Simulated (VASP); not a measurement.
Runs of VASP 6.6.1 on Mg3BeS. The structure is that of space group P4mm (No. 99), or close to it. The cells are those of the table. 

| task | cell | k mesh | cutoff (eV) | k mesh for the DOS | occupations for the DOS | gap on the mesh (eV) | pressure (GPa) | relaxed volume (Å³/atom) | largest force (eV/Å) |
| --- | --- | --- | --- | --- | --- | --- | --- | --- | --- |
| single point | a = 4.191, b = 4.191, c = 8.472 Å, 5 atoms | 10 × 10 × 6 | 520 | - | - | none | (b) | - | 0.01 |
| relaxation of cell and atoms | relaxed from a = 4.179, b = 4.179, c = 8.475 Å, 5 atoms | 10 × 10 × 6 | 600 | - | - | none | 0.0 | 29.67 | 0.01 |
| relaxation of cell and atoms | relaxed from a = 3.689, b = 3.689, c = 6.356 Å, 5 atoms | 6 × 6 × 4 | 600 | - | - | none | 0.0 | (a) | 0.02 |
| single point | a = 4.179, b = 4.179, c = 8.475 Å, 5 atoms | 6 × 6 × 4 | 520 | - | - | none | 0.0 | - | 0.01 |
| single point | a = 3.689, b = 3.689, c = 6.356 Å, 5 atoms | 6 × 6 × 4 | 520 | - | - | none | 75.3 | - | 24.67 |

Alike in all rows: level PBE; potentials or basis VASP PAW PBE potentials, release 64 (Mg, Be, S); no spin polarisation; smearing gaussian 0.1 eV.

Task: Estimate the missing entries.

Result: (a) 29.53; (b) -0.1.

Caveats: the volume moved by over 15 % at a fixed basis, so the end points are rough (some runs); forces of over 1 eV/Å act on the atoms, so gaps and moduli don't describe the material at rest (some runs).

A gap of «none» marks levels without a gap at the run's occupations.
